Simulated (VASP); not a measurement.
Wanted: the native input for a VASP 6.6.1 run.

```yaml
Task: single point
Functional: PBE
Potentials_or_basis: VASP PAW PBE potentials, release 64 (Ca_sv, P, As)
Cutoff: 520 eV
k_mesh: 3 × 3 × 3
Occupations: gaussian, width 0.01 eV
Spin: no spin polarisation
Dipole_correction: no
Further_INCAR_settings: ALGO = Normal; EDIFF = 1e-06; NBANDS = 28
```

The structure of Ca3AsP lies in POSCAR:

```
Ca3AsP
1.0
    5.3338990000      0.0000000000      0.0000000000
    0.0000000000      5.3338990000      0.0000000000
    0.0000000000      0.0000000000      5.3338990000
Ca P As
3 1 1
Direct
    0.0036058884      0.4962298136      0.5749946413
    0.5231802263     -0.0037479939      0.5231802263
    0.5749946413      0.4962298136      0.0036058884
    0.4935822062      0.4962551900      0.4935822062
   -0.0766149522     -0.0037148333     -0.0766149522
```

The input as run:

INCAR

```
PREC = Accurate
ENCUT = 520
EDIFF = 1E-6
ISMEAR = 0
SIGMA = 0.01
LREAL = False
LASPH = True
NELM = 80
ALGO = Normal
ISIF = 2
LWAVE = False
LCHARG = False
GGA = PE
NBANDS = 28
```

KPOINTS

```
Automatic mesh
0
Gamma
  3 3 3
```

Potentials or basis: VASP PAW PBE potentials, release 64 (Ca_sv, P, As).

Launch:

```console
$ cat potpaw_PBE.64/Ca_sv/POTCAR potpaw_PBE.64/P/POTCAR potpaw_PBE.64/As/POTCAR > POTCAR
$ mpirun -np 1 vasp_std > vasp.out
```

Results of the run:

```json
{"Pressure": "1.3 GPa", "Largest force": "0.015 eV/Å", "Band gap on the k mesh": "1.00 eV"}
```

It took 65 s on 1 thread of Intel Xeon 8259CL, with other jobs on the host, peak memory 0.25 GiB.
